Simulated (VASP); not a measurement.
Set up this calculation in VASP 6.6.1, as the native input.

```
Task                   : relaxation of cell and atoms
Functional             : PBE
Potentials or basis    : VASP PAW PBE potentials, release 64 (W_sv, Si)
Cutoff                 : 600 eV
k mesh                 : 15 × 15 × 13
Occupations            : fermi-dirac, width 0.1 eV
Spin                   : no spin polarisation
Target pressure        : 160 GPa
Dipole correction      : no
Further INCAR settings : ALGO = Normal; EDIFF = 1e-07; IBRION = 2; EDIFFG = -0.005; NSW = 32; ISIF = 3
```

The structure of SiW (WC type) lies in POSCAR:

```
SiW
1.0
    2.5815883325      0.0000000000      0.0000000000
   -1.2907941662      2.2357210781      0.0000000000
    0.0000000000      0.0000000000      3.6123457521
W Si
1 1
Direct
    0.0000000000      0.0000000000      0.0000000000
    0.3333333333      0.6666666667      0.5000000000
```

The input as run:

INCAR

```
SYSTEM = SiW
PREC = Accurate
ENCUT = 600
EDIFF = 1E-7
ISMEAR = -1
SIGMA = 0.1
LREAL = .False.
LASPH = .True.
NELM = 100
ALGO = Normal
ISIF = 3
LWAVE = .False.
LCHARG = .False.
GGA = PE
IBRION = 2
NSW = 32
EDIFFG = -0.005
PSTRESS = 1600.0
```

KPOINTS

```
regular mesh
0
Gamma
  15 15 13
  0 0 0
```

Potentials or basis: VASP PAW PBE potentials, release 64 (W_sv, Si).

The run is started by

```sh
$ cat potpaw_PBE.64/W_sv/POTCAR potpaw_PBE.64/Si/POTCAR > POTCAR
$ mpirun -np 1 vasp_std > vasp.out
```

It gave:

```
Relaxed volume                                         : 10.45 Å³/atom
Relaxed cell                                           : a = 2.585 Å, b = 2.585 Å, c = 3.610 Å, α = 90.00°, β = 90.00°, γ = 120.00°
Space group after relaxing (to 0.05 Å)                 : P-6m2 (No. 187)
Energy change on relaxing (the enthalpy is what falls) : -25.0 meV/atom
Ionic steps                                            : 4
Pressure after relaxing                                : 160.0 GPa
Band gap on the k mesh                                 : zero (band 9 reaches 17.88 eV, above the bottom of band 10 at 15.36 eV)
```

Caveat: the cell is relaxed towards a set pressure, so the enthalpy falls and the energy may rise; spin-orbit coupling is left out, which moves the levels of the heavy elements.

Run time: 2.6 min on 1 thread of Intel(R) Xeon(R) Platinum 8259CL CPU @ 2.50GHz (Skylake/Cascade Lake), on a shared host, peak memory 0.21 GiB.
